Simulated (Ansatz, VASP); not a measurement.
Au in VASP and in Ansatz

INCAR

```
AGGAC = 1.0
AGGAX = 1.0
ALDAC = 0.0
ALDAX = 1.0
ALGO = Normal
EDIFF = 1E-7
ENCUT = 520
GGA = B5
ISIF = 2
ISMEAR = -1
LASPH = True
LCHARG = False
LREAL = False
LWAVE = False
NBANDS = 18
NELM = 60
PREC = Accurate
SIGMA = 0.1
```

File KPOINTS:

```
k-points
0
Gamma
  10 10 10
```

Contents of POSCAR:

```
Au
1.0
    0.0000000000      3.0224908479      3.0224908479
    3.0224908479      0.0000000000      3.0224908479
    3.0224908479      3.0224908479      0.0000000000
Au
2
Direct
    0.1250000000      0.1250000000      0.1250000000
    0.8750000000      0.8750000000      0.8750000000
```

Input for Ansatz:

```yaml
crystal:
  lattice:
    - [0.0, 3.0224908479, 3.0224908479]
    - [3.0224908479, 0.0, 3.0224908479]
    - [3.0224908479, 3.0224908479, 0.0]
  atoms:
    - { symbol: Au, position: [0.125, 0.125, 0.125] }
    - { symbol: Au, position: [0.875, 0.875, 0.875] }
hamiltonian:
  xc: blyp
  pseudopotentials:
    kind: paw
    azcp:
      Au: "pseudopotentials/Au.paw.azcp"
basis:
  ecutwfc: 420
  fft_grid_basis: typed
kpoints:
  mp_grid: { grid: [10, 10, 10], shift: [0, 0, 0] }
magnetization:
  spin_polarized: false
scf:
  occupations: { method: fermi_dirac, width: 0.1 }
  lower_state_search: "off"
output:
  stress: true
```

Alike in both runs: task single point; functional BLYP; k mesh 10 × 10 × 10; occupations fermi-dirac, width 0.1 eV; no spin polarisation.

|  | VASP | Ansatz |
| --- | --- | --- |
| version | VASP 6.6.1 | Ansatz 0.2.0 |
| potentials or method | VASP PAW PBE potentials, release 64 (Au), cutoff 520 eV | plane waves (420 eV) with PAW, scalar-relativistic |
| valence electrons in the cell | 22 | 38 |

Ansatz gave:

* pressure (GPa): 7.8

Question: Which values does VASP return?

Answer: Pressure (GPa): 8.2.

VASP's potentials were made for PBE, not for BLYP. VASP's potentials hold 22 valence electrons a cell and Ansatz's 38, so a difference there can come from the potentials and not from the codes.

Spin-orbit coupling is off throughout.
